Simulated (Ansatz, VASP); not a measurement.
Given: the input of a run of Ansatz 0.2.0 on CdSe.

The input input.yaml:

```yaml
crystal:
  lattice:
    - [4.3, 0.0, 0.0]
    - [-2.15, 3.7239092363, 0.0]
    - [0.0, 0.0, 7.02]
  atoms:
    - { symbol: Cd, position: [0.6666666667, 0.3333333333, 0.5] }
    - { symbol: Cd, position: [0.3333333333, 0.6666666667, 0.0] }
    - { symbol: Se, position: [0.6666666667, 0.3333333333, 0.885] }
    - { symbol: Se, position: [0.3333333333, 0.6666666667, 0.385] }
kpoints:
  mp_grid: { grid: [4, 4, 2] }
scf:
  occupations: { method: fermi_dirac, width: 0.04 }
hamiltonian:
  xc: pbe
  pseudopotentials: { kind: all_electron, lapw: { basis_error: 0.003 } }
output:
  forces: true
  stress: true
  eigenvalues: true
```

Potentials or basis: all-electron LAPW, scalar-relativistic.

The run is started by

```bash
$ ansatz run input.yaml --threads 2 --pin off --max-ram 6144MiB --backend cpu --events-out ev --progress --plain --runs-dir out
```

**Question.** Set up the same calculation for VASP 6.6.1. Potentials there: VASP PAW PBE potentials, release 64 (Cd, Se).

**Answer.** As run (the cutoff follows the program's own potentials):

File INCAR:

```
ALGO = Normal
EDIFF = 1E-7
ENCUT = 520
GGA = PE
ISIF = 2
ISMEAR = -1
LASPH = True
LCHARG = False
LREAL = False
LWAVE = False
NBANDS = 26
NELM = 100
PREC = Accurate
SIGMA = 0.04
```

Contents of KPOINTS:

```
k-points
0
Gamma
  4 4 2
```

The input POSCAR:

```
CdSe
1.0
    4.3000000000      0.0000000000      0.0000000000
   -2.1500000000      3.7239092363      0.0000000000
    0.0000000000      0.0000000000      7.0200000000
Cd Se
2 2
Direct
    0.6666666667      0.3333333333      0.5000000000
    0.3333333333      0.6666666667      0.0000000000
    0.6666666667      0.3333333333      0.8850000000
    0.3333333333      0.6666666667      0.3850000000
```

Potentials or basis: VASP PAW PBE potentials, release 64 (Cd, Se).

Launch:

```bash
$ cat potpaw_PBE.64/Cd/POTCAR potpaw_PBE.64/Se/POTCAR > POTCAR
$ mpirun -np 1 vasp_std > vasp.out
```

Both were run:

|  | VASP | Ansatz | Ansatz less VASP |
| --- | --- | --- | --- |
| gap on the k mesh at the Fermi level (eV) | 0.70 | 0.70 | 0.000 |
| least direct gap on the mesh (eV) | 0.70 | 0.70 | 0.000 |
| pressure (GPa) | 3.4 | 3.1 | -0.30 |
| traceless stress, the component that is largest in VASP (GPa) | -1.59 | -1.54 | +0.050 |
| rms of the force components (eV/Å) | 0.177 | 0.172 | -0.0052 |

Atom by atom the forces differ by 0.005 eV/Å (rms over components). Ansatz ran all-electron here, and VASP with PAW potentials.

The k mesh is coarse, so the values compare programs but aren't converged.
